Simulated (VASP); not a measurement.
YIn, 2 atoms in the cell. The structure is tetragonal, space group P4mm (No. 99). The conventional cell has a = 3.810 Å, b = 3.810 Å, c = 3.810 Å, α = 90.00°, β = 90.00°, γ = 90.00°. Within 4.1 Å of Y (site symmetry 4mm) lie 8 In at 3.13 to 3.49 Å and 6 Y at 3.81 Å. Within 4.1 Å of In (site symmetry 4mm) lie 8 Y at 3.13 to 3.49 Å and 6 In at 3.81 Å.  This cell differs from its parent crystal: all Y atoms moved +0.312 Å, as atom 1 along Cartesian [0 0 1].

| Property | Result |
| --- | --- |
| Program | VASP 6.6.1 |
| Task | single point |
| Functional | PBEsol |
| Potentials or basis | VASP PAW PBE potentials, release 64 (Y_sv, In_d) |
| Cutoff | 520 eV |
| k mesh | 12 × 12 × 12 |
| Occupations | gaussian, width 0.15 eV |
| Spin | no spin polarisation |
| Dipole correction | no |
| Further INCAR settings | ALGO = Fast; EDIFF = 1e-06; NBANDS = 19 |

Potentials or basis: VASP PAW PBE potentials, release 64 (Y_sv, In_d).

Command:

```console
$ cat potpaw_PBE.64/Y_sv/POTCAR potpaw_PBE.64/In_d/POTCAR > POTCAR
$ mpirun -np 1 vasp_std > vasp.out
```

Hardware: 1 thread of Oxide Virtual Turin-like Processor, with other jobs on the host.

Task: How long does it take, and how much memory?

Result: It took 5.3 min on 1 thread of Oxide Virtual Turin-like Processor (shared host), peak memory 0.31 GiB. Counts: scf iterations 24, k points 196.
